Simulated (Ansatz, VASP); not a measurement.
# Two plane-wave programs on Cu

```
Cu
1.0
     2.56651    0.00000    0.00000
     0.00000    2.56651    0.00000
     0.00000    0.00000   19.62960
Cu
3
Cartesian
  0.0000 0.0000 8.0471
  1.2833 1.2833 9.8148
  0.0000 0.0000 11.5825
```

Alike in both runs: task single point; functional PBEsol; k mesh 14 × 14 × 1; occupations fermi-dirac, width 0.1 eV; no spin polarisation; Hubbard terms Cu d U = 5.0 eV.

|  | VASP | Ansatz |
| --- | --- | --- |
| version | VASP 6.6.1 | Ansatz 0.2.0 |
| potentials or method | VASP PAW PBE potentials, release 64 (Cu) | PAW with Ansatz's default frozen-core files, scalar-relativistic |
| plane-wave cutoff (eV) | 520 | 420 |
| valence electrons in the cell | 33 | 57 |

|  | VASP | Ansatz | Ansatz less VASP |
| --- | --- | --- | --- |
| gap on the k mesh at the Fermi level (eV) | none | none | - |
| rms of the force components (eV/Å) | 0.185 | 0.119 | -0.0659 |

VASP's potentials were made for PBE, not for PBEsol. The programs project onto different local orbitals, so the same U acts differently, and such runs can settle in different states. Atom by atom the forces differ by 0.066 eV/Å (rms over components). A gap of «none» marks a metal or a gap that the smearing closes. VASP's potentials hold 33 valence electrons a cell and Ansatz's 57, so a difference there can come from the potentials and not from the codes. Ansatz's warnings: filled band counts differ across k points, slab cell height set, structure snapped to symmetry, xc potential rough in thin density.
